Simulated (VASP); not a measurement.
A run of VASP 6.6.1 is set up as follows.

The input INCAR:

```
SYSTEM = SnTe
PREC     = Accurate       ! precision mode
ENCUT    = 600            ! plane-wave cutoff, eV
EDIFF    = 1E-6           ! SCF threshold, eV
ISMEAR   = -1             ! smearing method
SIGMA    = 0.05           ! smearing width, eV
LREAL    = .FALSE.        ! projectors in reciprocal space
LASPH    = .TRUE.         ! aspherical terms in the spheres
NELM     = 100            ! most SCF steps
ALGO     = Normal         ! electronic algorithm
ISIF     = 3              ! what is computed and relaxed
LWAVE    = .FALSE.        ! write WAVECAR
LCHARG   = .FALSE.        ! write CHGCAR
GGA      = CA             ! functional
IBRION   = 2              ! ionic algorithm
NSW      = 80             ! ionic steps
EDIFFG   = -0.02          ! ionic threshold
PSTRESS  = 100.0
```

The input KPOINTS:

```
regular mesh
0
G
  6 6 6
  0 0 0
```

POSCAR

```
SnTe
1.0
    0.0000000000      3.6111460000      3.6111460000
    3.6111460000      0.0000000000      3.6111460000
    3.6111460000      3.6111460000      0.0000000000
Sn Te
1 1
Direct
    0.0000000000      0.0000000000      0.0000000000
    0.7500000000      0.7500000000      0.7500000000
```

Potentials or basis: VASP PAW LDA potentials, release 64 (Sn_d, Te).

Run with:

```console
$ cat potpaw_LDA.64/Sn_d/POTCAR potpaw_LDA.64/Te/POTCAR > POTCAR
$ mpirun -np 1 vasp_std > vasp.out
```

Task: What does it give for the band gap on the k mesh?

Result: Zero (band 10 reaches 6.11 eV, above the bottom of band 11 at 5.40 eV).

Task: What does it give for the space group after relaxing (to 0.05 Å)?

Result: F-43m (No. 216).

Task: What does it give for the relaxed volume?

Result: 34.44 Å³/atom.

Final structure:
```
CELL_PARAMETERS angstrom
0.00000 3.25343 3.25343
3.25343 0.00000 3.25343
3.25343 3.25343 0.00000
ATOMIC_POSITIONS crystal
Sn 0.00000 0.00000 0.00000
Te 0.75000 0.75000 0.75000
```

Caveat: the cell is relaxed towards a set pressure, so the enthalpy falls and the energy may rise; the volume moved by over 15 % at a fixed basis, so the end points are rough; spin-orbit coupling is left out, which moves the levels of the heavy elements.
